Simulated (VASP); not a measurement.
Wanted: the native input for a VASP 6.6.1 run.

```
Task                   : single point
Functional             : PBE
Potentials or basis    : VASP PAW PBE potentials, release 64 (K_sv)
Cutoff                 : 520 eV
k mesh                 : 4 × 4 × 10
Occupations            : gaussian, width 0.1 eV
Spin                   : no spin polarisation
Dipole correction      : no
Further INCAR settings : ALGO = Fast; EDIFF = 1e-07; NBANDS = 10
```

The structure of K lies in POSCAR:

```
K
1.0
   10.3358291641      0.0000000000      0.0000000000
    0.0000000000     10.3358291641      0.0000000000
    0.0000000000      0.0000000000      4.3047916696
K
1
Direct
    0.0000000000      0.0000000000      0.0000000000
```

This cell differs from its parent crystal: strained.

These files were run (other wordings do the same):

INCAR

```
SYSTEM = K
PREC = Accurate
ENCUT = 520
EDIFF = 1E-7
ISMEAR = 0
SIGMA = 0.1
LREAL = .False.
LASPH = .True.
NELM = 100
ALGO = Fast
ISIF = 2
LWAVE = .False.
LCHARG = .True.
GGA = PE
LELF = .True.
LVHAR = .True.
NBANDS = 10
```

KPOINTS

```
Automatic mesh
0
Gamma
  4 4 10
  0 0 0
```

Potentials or basis: VASP PAW PBE potentials, release 64 (K_sv).

Command:

```bash
$ cat potpaw_PBE.64/K_sv/POTCAR > POTCAR
$ mpirun -np 1 vasp_std > vasp.out
```

It gave:

The pressure is 0.0 GPa.

Caveat: the cell differs from its parent crystal (strained).

Run time: 3.2 min on 1 thread of Intel Xeon 6975P-C, on a shared host, peak memory 0.53 GiB.
